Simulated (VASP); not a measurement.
# ZnS (r.bso) (P6_3mc) in VASP: single point with PBEsol

Aim: the single point of ZnS (r.bso) with PBEsol.

All numbers are computed with VASP 6.6.1; they aren't measurements. Logs are shortened: lines on timing, memory, paths and dates and some standing lists are left out, and cuts for length are marked.

### 1 The cell of the first run

The structure is hexagonal, space group P6_3mc (No. 186). Conventional cell: a = 3.759 Å, b = 3.759 Å, c = 6.172 Å, α = 90.00°, β = 90.00°, γ = 120.00°. Within 3.0 Å of Zn (site symmetry 3m) lie 4 S at 2.31 Å. Within 3.0 Å of S (site symmetry 3m) lie 4 Zn at 2.31 Å.

### 2 Single point, PBEsol, non-collinear spin, zero start, spin-orbit coupling

File INCAR:

```
SYSTEM = ZnS
PREC = Accurate
ENCUT = 520
EDIFF = 1E-6
ISMEAR = 0
SIGMA = 0.02
LREAL = .FALSE.
LASPH = .TRUE.
NELM = 150
ALGO = Normal
ISIF = 2
LWAVE = .FALSE.
LCHARG = .FALSE.
MAGMOM = 0 0 0 0 0 0 0 0 0 0 0 0
LORBIT = 11
LSORBIT = .TRUE.
GGA_COMPAT = .FALSE.
LORBMOM = .TRUE.
GGA = PS
NBANDS = 50
```

File KPOINTS:

```
regular mesh
0
G
  9 9 6
  0 0 0
```

File POSCAR:

```
ZnS
1.0
    3.7586458367      0.0000000000      0.0000000000
   -1.8793229184      3.2550827784      0.0000000000
    0.0000000000      0.0000000000      6.1722417585
Zn S
2 2
Direct
    0.3333333333      0.6666666667      0.0015042121
    0.6666666667      0.3333333333      0.5015042121
    0.3333333333      0.6666666667      0.3754957879
    0.6666666667      0.3333333333      0.8754957879
```

Potentials or basis: VASP PAW PBE potentials, release 64 (Zn, S).

The run is started by

```
> cat potpaw_PBE.64/Zn/POTCAR potpaw_PBE.64/S/POTCAR > POTCAR
> mpirun -np 1 vasp_ncl > vasp.out
```

OUTCAR:

```text
SYSTEM = ZnS
   PREC = Accurate
   ENCUT = 520
   EDIFF = 1E-6
   ISMEAR = 0
   LREAL = .FALSE.
   LASPH = .TRUE.
   NELM = 150
   ISIF = 2
   LORBIT = 11
   LSORBIT = .TRUE.
   GGA = PS

 ion  position               nearest neighbor table
   1  0.333  0.667  0.002-   4 2.31   4 2.31   4 2.31   3 2.31
   2  0.667  0.333  0.502-   3 2.31   3 2.31   3 2.31   4 2.31
   3  0.333  0.667  0.375-   2 2.31   2 2.31   2 2.31   1 2.31
   4  0.667  0.333  0.875-   1 2.31   1 2.31   1 2.31   2 2.31

  LATTYP: Found a hexagonal cell.
 ALAT       =     3.7586458367
 C/A-ratio  =     1.6421450774

  Lattice vectors:

 A1 = (   3.7586458367,   0.0000000000,   0.0000000000)
 A2 = (  -1.8793229184,   3.2550827784,   0.0000000000)
 A3 = (   0.0000000000,   0.0000000000,   6.1722417585)

Analysis of symmetry for initial positions (statically):
=====================================================================
 Subroutine PRICEL returns:
 Original cell was already a primitive cell.

 Routine SETGRP: Setting up the symmetry group for a
 hexagonal supercell.

 Subroutine GETGRP returns: Found 12 space group operations
 (whereof  6 operations were pure point group operations)
 out of a pool of 24 trial point group operations.

The static configuration has the point symmetry C_3v.
 The point group associated with its full space group is C_6v.

Analysis of symmetry for dynamics (positions and initial velocities):
=====================================================================
 Subroutine PRICEL returns:
 Original cell was already a primitive cell.

 Routine SETGRP: Setting up the symmetry group for a
 hexagonal supercell.

 Subroutine GETGRP returns: Found 12 space group operations
 (whereof  6 operations were pure point group operations)
 out of a pool of 24 trial point group operations.

The dynamic configuration has the point symmetry C_3v.
 The point group associated with its full space group is C_6v.

Analysis of structural, dynamic, and magnetic symmetry:
=====================================================================
 Subroutine PRICEL returns:
 Original cell was already a primitive cell.

 Routine SETGRP: Setting up the symmetry group for a
 hexagonal supercell.

 Subroutine GETGRP returns: Found 12 space group operations
 (whereof  6 operations were pure point group operations)
 out of a pool of 24 trial point group operations.

The overall configuration has the point symmetry C_3v.
 The point group associated with its full space group is C_6v.

 Subroutine INISYM returns: Found 12 space group operations
 (whereof  6 operations are pure point group operations),
 and found     1 'primitive' translations

----------------------------------------------------------------------------------------

                                     Primitive cell

  volume of cell :      75.5155

  direct lattice vectors                    reciprocal lattice vectors
     3.758645837  0.000000000  0.000000000     0.266053266  0.153605925  0.000000000
    -1.879322918  3.255082778  0.000000000     0.000000000  0.307211849  0.000000000
     0.000000000  0.000000000  6.172241759     0.000000000  0.000000000  0.162015689

  length of vectors
     3.758645837  3.758645837  6.172241759     0.307211849  0.307211849  0.162015689

  position of ions in fractional coordinates (direct lattice)
     0.333333333  0.666666667  0.001504212
     0.666666667  0.333333333  0.501504212
     0.333333333  0.666666667  0.375495788
     0.666666667  0.333333333  0.875495788

  ion indices of the primitive-cell ions
   primitive index   ion index
                 1           1
                 2           2
                 3           3
                 4           4

----------------------------------------------------------------------------------------

 KPOINTS: regular mesh

Automatic generation of k-mesh.
 Grid dimensions read from file:
 generate k-points for:    9    9    6

[... 111 lines left out ...]
  ---------------------------------------------------
  free energy    TOTEN  =       -15.16918762 eV

  energy without entropy =      -15.16918762  energy(sigma->0) =      -15.16918762

 E-fermi :   2.5821     XC(G=0): -10.0504

 val. band max:        2.4758100873   @ k =   0.0000   0.0000   0.0000
 cond. band min:       4.6983499160   @ k =   0.0000   0.0000   0.0000
 fundamental gap:      2.2225398288
 Fermi energy:         2.5820918587

 k-point     1 :       0.0000    0.0000    0.0000
  band No.  band energies     occupation
      1     -11.0475      1.00000
      2     -11.0475      1.00000
      3     -10.0162      1.00000
      4     -10.0162      1.00000
      5      -4.2103      1.00000
      6      -4.2103      1.00000
[... 1213 lines left out ...]
     47       9.6318      0.00000
     48       9.6350      0.00000

 [... further k-points ...]

 [bands above 48 left out]

------------------------ aborting loop because EDIFF is reached ----------------------------------------

  FORCE on cell =-STRESS in cart. coord.  units (eV):
  Direction    XX          YY          ZZ          XY          YZ          ZX
  --------------------------------------------------------------------------------------
  -------------------------------------------------------------------------------------
  Total        0.7948772      0.7948772      0.8030887     -0.0000000      0.0000000      0.0000000
  in kB       16.8645302     16.8645302     17.0387494     -0.0000000      0.0000000      0.0000000
  external PRESSURE =      16.9226033 kB  Pullay stress =       0.0000000 kB

 VOLUME and BASIS-vectors are now :
 -----------------------------------------------------------------------------
  energy-cutoff  :      520.00
  volume of cell :       75.52
      direct lattice vectors                 reciprocal lattice vectors
     3.758645837  0.000000000  0.000000000     0.266053266  0.153605925  0.000000000
    -1.879322918  3.255082778  0.000000000     0.000000000  0.307211849  0.000000000
     0.000000000  0.000000000  6.172241759     0.000000000  0.000000000  0.162015689

 POSITION                                       TOTAL-FORCE (eV/Angst)
 -----------------------------------------------------------------------------------
     -0.00000      2.17006      0.00928         0.000000      0.000000      0.002252
      1.87932      1.08503      3.09541         0.000000     -0.000000      0.002252
     -0.00000      2.17006      2.31765         0.000000      0.000000     -0.002252
      1.87932      1.08503      5.40377        -0.000000     -0.000000     -0.002252
 -----------------------------------------------------------------------------------
    total drift:                               -0.000000     -0.000000      0.002763

  FREE ENERGIE OF THE ION-ELECTRON SYSTEM (eV)
  ---------------------------------------------------
  free  energy   TOTEN  =       -15.1691876221 eV

  energy  without entropy=      -15.1691876221  energy(sigma->0) =      -15.16918762

 orbital moment (x)

 # of ion     p       d       tot
 ----------------------------------------
  1         0.000  -0.000  -0.000
  2        -0.000   0.000   0.000
  3        -0.000   0.000  -0.000
  4         0.000   0.000   0.000
 ----------------------------------------
            0.000  -0.000  -0.000

 orbital moment (y)

 # of ion     p       d       tot
 ----------------------------------------
  1         0.000   0.000   0.000
  2        -0.000  -0.000  -0.000
  3        -0.000   0.000  -0.000
  4         0.000   0.000   0.000
 ----------------------------------------
            0.000  -0.000  -0.000

 orbital moment (z)

 # of ion     p       d       tot
 ----------------------------------------
  1         0.000  -0.000  -0.000
  2         0.000  -0.000  -0.000
  3         0.000   0.000   0.000
  4         0.000   0.000   0.000
 ----------------------------------------
            0.000  -0.000  -0.000

 Spin-Orbit-Coupling matrix elements

 Ion:    1  E_soc:     -0.0086377
 l=   1
     0.0000000    -0.0004373    -0.0004396
    -0.0004373     0.0000000    -0.0004373
    -0.0004396    -0.0004373     0.0000000
 l=   2
     0.0000000    -0.0001990     0.0000000    -0.0001990    -0.0008053
    -0.0001990     0.0000000    -0.0006031    -0.0001969    -0.0001990
     0.0000000    -0.0006031     0.0000000    -0.0006031     0.0000000
    -0.0001990    -0.0001969    -0.0006031     0.0000000    -0.0001990
    -0.0008053    -0.0001990     0.0000000    -0.0001990     0.0000000
 l=   3
     0.0000000     0.0000000     0.0000000     0.0000000     0.0000000     0.0000000     0.0000000
     0.0000000     0.0000000     0.0000000     0.0000000     0.0000000     0.0000000     0.0000000
     0.0000000     0.0000000     0.0000000     0.0000000     0.0000000     0.0000000     0.0000000
     0.0000000     0.0000000     0.0000000     0.0000000     0.0000000     0.0000000     0.0000000
[... 49 lines left out ...]
 l=   2
     0.0000000     0.0000000     0.0000000     0.0000000     0.0000000
     0.0000000     0.0000000     0.0000000     0.0000000     0.0000000
     0.0000000     0.0000000     0.0000000     0.0000000     0.0000000
     0.0000000     0.0000000     0.0000000     0.0000000     0.0000000
     0.0000000     0.0000000     0.0000000     0.0000000     0.0000000
 l=   3
     0.0000000     0.0000000     0.0000000     0.0000000     0.0000000     0.0000000     0.0000000
     0.0000000     0.0000000     0.0000000     0.0000000     0.0000000     0.0000000     0.0000000
     0.0000000     0.0000000     0.0000000     0.0000000     0.0000000     0.0000000     0.0000000
     0.0000000     0.0000000     0.0000000     0.0000000     0.0000000     0.0000000     0.0000000
     0.0000000     0.0000000     0.0000000     0.0000000     0.0000000     0.0000000     0.0000000
     0.0000000     0.0000000     0.0000000     0.0000000     0.0000000     0.0000000     0.0000000
     0.0000000     0.0000000     0.0000000     0.0000000     0.0000000     0.0000000     0.0000000

 total charge

# of ion       s       p       d       tot
------------------------------------------
    1        0.536   0.520   9.804  10.861
    2        0.536   0.520   9.804  10.861
    3        1.307   2.433   0.000   3.741
    4        1.307   2.433   0.000   3.741
--------------------------------------------------
tot          3.688   5.908  19.608  29.203

 magnetization (x)

# of ion       s       p       d       tot
------------------------------------------
    1       -0.000   0.000  -0.000  -0.000
    2        0.000  -0.000   0.000   0.000
    3        0.000  -0.000   0.000  -0.000
    4        0.000   0.000   0.000   0.000
--------------------------------------------------
tot         -0.000  -0.000   0.000  -0.000

 magnetization (y)

# of ion       s       p       d       tot
------------------------------------------
    1        0.000   0.000   0.000   0.000
    2        0.000   0.000  -0.000  -0.000
    3        0.000   0.000   0.000   0.000
    4        0.000   0.000   0.000   0.000
--------------------------------------------------
tot          0.000   0.000   0.000   0.000

 magnetization (z)

# of ion       s       p       d       tot
------------------------------------------
    1       -0.000   0.000   0.000   0.000
    2       -0.000   0.000   0.000   0.000
    3       -0.000   0.000   0.000   0.000
    4       -0.000   0.000   0.000   0.000
--------------------------------------------------
tot         -0.000   0.000   0.000   0.000
```

Wall time 4.1 min (1 thread of Intel Xeon 6975P-C (Granite Rapids), shared host); peak memory 0.55 GiB.

What came out:

| Property | Result |
| --- | --- |
| Free energy | -15.1692 eV |
| Pressure | 1.7 GPa |
| Net moment | 0.00 μB per cell |
| Valence electrons inside the program's atomic spheres | Zn 10.86; S 3.74 |

Forces in eV/Å, atoms in the order of the input:
```
Zn   0.000  0.000  0.002
Zn   0.000  0.000  0.002
S    0.000  0.000 -0.002
S    0.000  0.000 -0.002
```

Moments on the atoms (μB; x, y, z):
```
Zn  0.00 0.00 0.00
Zn  0.00 0.00 0.00
S   0.00 0.00 0.00
S   0.00 0.00 0.00
```

Caveat: the PAW data sets were made with another functional, which shifts forces and pressure a little.
